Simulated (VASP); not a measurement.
# PbO (Litharge) (P4/nmm) in VASP: notebook

Aim: see how the results for PbO (Litharge) move with the level of theory and the settings. Levels: PBE, r2SCAN. Tasks: single point.

Program: VASP 6.6.1. These are calculated values, not measurements. Logs are shortened: lines on timing, memory, paths and dates and some standing lists are left out, and cuts for length are marked.

## Step 1: The cell of the first run

The structure is tetragonal, space group P4/nmm (No. 129). Conventional cell: a = 4.057 Å, b = 4.057 Å, c = 5.611 Å, α = 90.00°, β = 90.00°, γ = 90.00°. Pb (site symmetry 4mm) has 4 O at 2.35 Å within 3.1 Å. Within 3.1 Å of O (site symmetry -4m2) lie 4 Pb at 2.35 Å and 4 O at 2.87 Å.

## Step 2: Single point, PBE

Contents of INCAR:

```
SYSTEM = PbO
PREC = Accurate
ENCUT = 520
EDIFF = 1E-6
ISMEAR = -1
SIGMA = 0.02
LREAL = .False.
LASPH = .True.
NELM = 80
ALGO = Normal
ISIF = 2
LWAVE = .False.
LCHARG = .True.
GGA = PE
LELF = .True.
LVHAR = .True.
NBANDS = 28
```

Contents of KPOINTS:

```
Automatic mesh
0
Gamma
  8 8 6
  0 0 0
```

Contents of POSCAR:

```
PbO
1.0
    4.0568499317      0.0000000000      0.0000000000
    0.0000000000      4.0568499317      0.0000000000
    0.0000000000      0.0000000000      5.6112090073
Pb O
2 2
Direct
    0.0000000000      0.5000000000      0.2122042743
    0.5000000000      0.0000000000      0.7877957257
    0.0000000000      0.0000000000      0.0000000000
    0.5000000000      0.5000000000      0.0000000000
```

Potentials or basis: VASP PAW PBE potentials, release 64 (Pb_d, O).

Run with:

```bash
$ cat potpaw_PBE.64/Pb_d/POTCAR potpaw_PBE.64/O/POTCAR > POTCAR
$ mpirun -np 1 vasp_std > vasp.out
```

OUTCAR:

```text
SYSTEM = PbO
   PREC = Accurate
   ENCUT = 520
   EDIFF = 1E-6
   ISMEAR = -1
   LREAL = .False.
   LASPH = .True.
   NELM = 80
   ISIF = 2
   GGA = PE

 ion  position               nearest neighbor table
   1  0.000  0.500  0.212-   3 2.35   4 2.35   3 2.35   4 2.35   2 3.73   2 3.73   2 3.73   2 3.73

   2  0.500  0.000  0.788-   3 2.35   4 2.35   4 2.35   3 2.35   1 3.73   1 3.73   1 3.73   1 3.73

   3  0.000  0.000  0.000-   1 2.35   2 2.35   1 2.35   2 2.35
   4  0.500  0.500  0.000-   1 2.35   2 2.35   2 2.35   1 2.35

  LATTYP: Found a simple tetragonal cell.
 ALAT       =     4.0568499317
 C/A-ratio  =     1.3831443366

  Lattice vectors:

 A1 = (   4.0568499317,   0.0000000000,   0.0000000000)
 A2 = (   0.0000000000,   4.0568499317,   0.0000000000)
 A3 = (   0.0000000000,   0.0000000000,   5.6112090073)

Analysis of symmetry for initial positions (statically):
=====================================================================
 Subroutine PRICEL returns:
 Original cell was already a primitive cell.

 Routine SETGRP: Setting up the symmetry group for a
 simple tetragonal supercell.

 Subroutine GETGRP returns: Found 16 space group operations
 (whereof  8 operations were pure point group operations)
 out of a pool of 16 trial point group operations.

The static configuration has the point symmetry D_2d.
 The point group associated with its full space group is D_4h.

Analysis of symmetry for dynamics (positions and initial velocities):
=====================================================================
 Subroutine PRICEL returns:
 Original cell was already a primitive cell.

 Routine SETGRP: Setting up the symmetry group for a
 simple tetragonal supercell.

 Subroutine GETGRP returns: Found 16 space group operations
 (whereof  8 operations were pure point group operations)
 out of a pool of 16 trial point group operations.

The dynamic configuration has the point symmetry D_2d.
 The point group associated with its full space group is D_4h.

 Subroutine INISYM returns: Found 16 space group operations
 (whereof  8 operations are pure point group operations),
 and found     1 'primitive' translations

----------------------------------------------------------------------------------------

                                     Primitive cell

  volume of cell :      92.3495

  direct lattice vectors                    reciprocal lattice vectors
[... 84 lines left out ...]
   ICHARG =      2    charge: 1-file 2-atom 10-const
   ISPIN  =      1    spin polarized calculation?
   LNONCOLLINEAR =      F non collinear calculations
   LSORBIT =      F    spin-orbit coupling
   LASPH  =      T    aspherical Exc in radial PAW
   ENCUT  =  520.0 eV  38.22 Ry    6.18 a.u.   7.54  7.54 10.43*2*pi/ulx,y,z
   NELM   =     80;   NELMIN=  2; NELMDL= -5     # of ELM steps
   EDIFF  = 0.1E-05   stopping-criterion for ELM
   LREAL  =      F    real-space projection
   EDIFFG = 0.1E-04   stopping-criterion for IOM
   NSW    =      0    number of steps for IOM
   IBRION =     -1    ionic relax: 0-MD 1-quasi-New 2-CG
   NFREE  =      0    steps in history (QN), initial steepest desc. (CG)
   ISIF   =      2    stress and relaxation
   ISYM   =      2    0-nonsym 1-usesym 2-fastsym
   POTIM  = 0.5000    time-step for ionic-motion
   TEBEG  =    0.0;   TEEND  =   0.0 temperature during run
   PSTRESS=    0.0 pullay stress
   NELECT =      40.0000    total number of electrons
   NUPDOWN=      -1.0000    fix difference up-down
   EMIN   =  10.00;   EMAX   =-10.00  energy-range for DOS
   EFERMI =   0.00;   METHOD = LEGACY
   ISMEAR =    -1;   SIGMA  =   0.02  broadening in eV -4-tet -1-fermi 0-gaus
   EFERMI_NEDOS =   21; number of points for ismear=-14 and -15
   IALGO  =     38    algorithm
   IMIX   =      4    mixing-type and parameters
     AMIX     =   0.40;   BMIX     =  1.00
     AMIX_MAG =   1.60;   BMIX_MAG =  1.00
  volume/ion in A,a.u.               =      23.09       155.80
  Fermi-wavevector in a.u.,A,eV,Ry     =   1.238654  2.340717 20.874929  1.534264
  Thomas-Fermi vector in A             =   2.373170
   LORBIT       =      0    0 simple, 1 ext, 2 COOP (PROOUT), +10 PAW based schemes
   GGA     = PE    functional components
   LHFCALC =     F    Hartree Fock is set to
   AEXX    =    0.0000 exact exchange contribution
   IVDW    =     0    specifies the selected vdW correction
   LEPSILON=     F    determine dielectric tensor
   LRPA    =     F    only Hartree local field effects (RPA)
 non-spin polarized calculation
  energy-cutoff  :      520.00
  volume of cell :       92.35
 maximum number of plane-waves:      2524
   NGX = 15   NGY = 15   NGZ = 21

 number of electron      40.0000000 magnetization

 Free energy of the ion-electron system (eV)
  ---------------------------------------------------
  ext. energy  EPLUGINS =         0.00000000
  ---------------------------------------------------
  free energy    TOTEN  =       -21.51787057 eV

  energy without entropy =      -21.51787057  energy(sigma->0) =      -21.51787057

 E-fermi :   4.1584     XC(G=0):  -8.9719

 val. band max:        3.7023398158   @ k =   0.0000   0.0000   0.0000
 cond. band min:       5.5076454372   @ k =   0.0000   0.0000   0.3333
 fundamental gap:      1.8053056214
 Fermi energy:         4.1584115171

 k-point     1 :       0.0000    0.0000    0.0000
  band No.  band energies     occupation
      1     -14.1960      2.00000
      2     -13.7999      2.00000
      3     -12.1537      2.00000
      4     -12.1537      2.00000
      5     -12.1071      2.00000
      6     -12.0989      2.00000
[... 733 lines left out ...]
     27      12.9701      0.00000
     28      12.9701      0.00000

 [... further k-points ...]
[... 5 lines left out ...]
  --------------------------------------------------------------------------------------
  -------------------------------------------------------------------------------------
  Total        0.0145505      0.0145505      0.0077983      0.0000000     -0.0000000      0.0000000
  in kB        0.2524372      0.2524372      0.1352933      0.0000000     -0.0000000      0.0000000
  external PRESSURE =       0.2133892 kB  Pullay stress =       0.0000000 kB

 VOLUME and BASIS-vectors are now :
 -----------------------------------------------------------------------------
  energy-cutoff  :      520.00
  volume of cell :       92.35
      direct lattice vectors                 reciprocal lattice vectors
     4.056849932  0.000000000  0.000000000     0.246496670  0.000000000  0.000000000
     0.000000000  4.056849932  0.000000000     0.000000000  0.246496670  0.000000000
     0.000000000  0.000000000  5.611209007     0.000000000  0.000000000  0.178214712

 POSITION                                       TOTAL-FORCE (eV/Angst)
 -----------------------------------------------------------------------------------
      0.00000      2.02842      1.19072        -0.000000     -0.000000      0.027384
      2.02842      0.00000      4.42049         0.000000     -0.000000     -0.027384
      0.00000      0.00000      0.00000        -0.000000     -0.000000      0.000000
      2.02842      2.02842      0.00000        -0.000000      0.000000      0.000000
 -----------------------------------------------------------------------------------
    total drift:                                0.000000      0.000000      0.000000

  FREE ENERGIE OF THE ION-ELECTRON SYSTEM (eV)
  ---------------------------------------------------
  free  energy   TOTEN  =       -21.5178705683 eV

  energy  without entropy=      -21.5178705683  energy(sigma->0) =      -21.51787057
```

stdout:

```text
POSCAR found type information on POSCAR PbO
 POSCAR found :  2 types and       4 ions
 scaLAPACK will be used
 LDA part: xc-table for (Slater+PW92), standard interpolation
 POSCAR, INCAR and KPOINTS ok, starting setup
 FFT: planning ... GRIDC
 FFT: planning ... GRID_SOFT
 FFT: planning ... GRID
 WAVECAR not read
 entering main loop
```

It took 2.4 min on 1 thread of Intel Xeon 8259CL, shared host; peak memory 0.27 GiB.

What came out:

```yaml
Free_energy: -21.5179 eV
Pressure: 0.0 GPa
Largest_force: 0.027 eV/Å
Band_gap_on_the_k_mesh: 1.81 eV, indirect (least direct gap 1.90 eV)
```

Forces in eV/Å, atoms in the order of the input:
```
Pb   0.000  0.000  0.027
Pb   0.000  0.000 -0.027
O    0.000  0.000  0.000
O    0.000  0.000  0.000
```

Caveat: spin-orbit coupling is left out, which moves the levels of the heavy elements. A hybrid or GW would open this gap; PBE tends to underestimate it.

## Step 3: Single point, r2SCAN

This run uses another cell than the first one, of 21.19 Å³/atom, 0.918 times its volume.

Contents of POSCAR:

```
PbO
1.0
    3.9880778055      0.0000000000      0.0000000000
    0.0000000000      3.9880778055      0.0000000000
    0.0000000000      0.0000000000      5.3285114695
Pb O
2 2
Direct
    0.0000000000      0.5000000000      0.2228851865
    0.5000000000      0.0000000000      0.7771148135
    0.0000000000      0.0000000000      0.0000000000
    0.5000000000      0.5000000000      0.0000000000
```

Contents of INCAR.step1:

```
SYSTEM = PbO
PREC = Accurate
ENCUT = 520
ISMEAR = -1
SIGMA = 0.02
LREAL = .FALSE.
LASPH = .TRUE.
NELM = 80
NBANDS = 28
GGA = PE
ALGO = Normal
EDIFF = 1E-4
LWAVE = .TRUE.
LCHARG = .FALSE.
```

Contents of INCAR.step2:

```
SYSTEM = PbO
PREC = Accurate
ENCUT = 520
EDIFF = 1E-6
ISMEAR = -1
SIGMA = 0.02
LREAL = .FALSE.
LASPH = .TRUE.
NELM = 80
ALGO = Normal
ISIF = 2
LWAVE = .FALSE.
LCHARG = .FALSE.
METAGGA = R2SCAN
LMIXTAU = .TRUE.
NBANDS = 28
ISTART = 1
```

Contents of KPOINTS:

```
Automatic mesh
0
G
  8 8 6
  0 0 0
```

Potentials or basis: VASP PAW PBE potentials, release 64 (Pb_d, O).

Run with:

```bash
$ cat potpaw_PBE.64/Pb_d/POTCAR potpaw_PBE.64/O/POTCAR > POTCAR
$ cp INCAR.step1 INCAR
$ mpirun -np 1 vasp_std > vasp.out
$ cp INCAR.step2 INCAR
$ mpirun -np 1 vasp_std > vasp.out
```

Run time: 8.3 min. Hardware: 1 thread of Intel Xeon 8259CL, shared host; peak memory 0.27 GiB.

Results (log left out):

| Item | Value |
| --- | --- |
| Free energy | -129.5227 eV |
| Pressure | 0.4 GPa |
| Largest force | 0.108 eV/Å |
| Band gap on the k mesh | 1.84 eV, indirect (least direct gap 2.50 eV) |

Forces on the atoms (eV/Å):
```
Pb   0.000  0.000  0.108
Pb   0.000  0.000 -0.108
O    0.000  0.000  0.000
O    0.000  0.000  0.000
```

Stress tensor (GPa, compression positive):
```
0.49 0.00 0.00
0.00 0.49 0.00
0.00 0.00 0.36
```

Levels at points of the mesh, in eV from the valence-band top:
| k point | band 18 | band 19 | band 20 | band 21 | band 22 | band 23 |
| --- | --- | --- | --- | --- | --- | --- |
| (0.00, 0.00, 0.00) | -1.74 | -1.74 | 0.00 | 2.50 | 5.22 | 6.30 |
| (0.50, 0.00, 0.00) | -3.08 | -1.61 | -1.61 | 3.55 | 3.55 | 6.56 |
| (0.50, 0.50, 0.00) | -1.76 | -1.11 | -1.11 | 1.84 | 1.84 | 5.59 |
| (0.00, 0.00, 0.50) | -1.76 | -1.76 | -1.02 | 2.25 | 4.68 | 4.71 |
| (0.50, 0.00, 0.50) | -3.06 | -1.08 | -1.08 | 3.22 | 3.22 | 6.94 |
| (0.50, 0.50, 0.50) | -2.15 | -1.11 | -1.11 | 3.91 | 3.91 | 4.70 |

Caveat: the PAW data sets were made with another functional, which shifts forces and pressure a little; spin-orbit coupling is left out, which moves the levels of the heavy elements.

(Continued in part 2 of 2.)
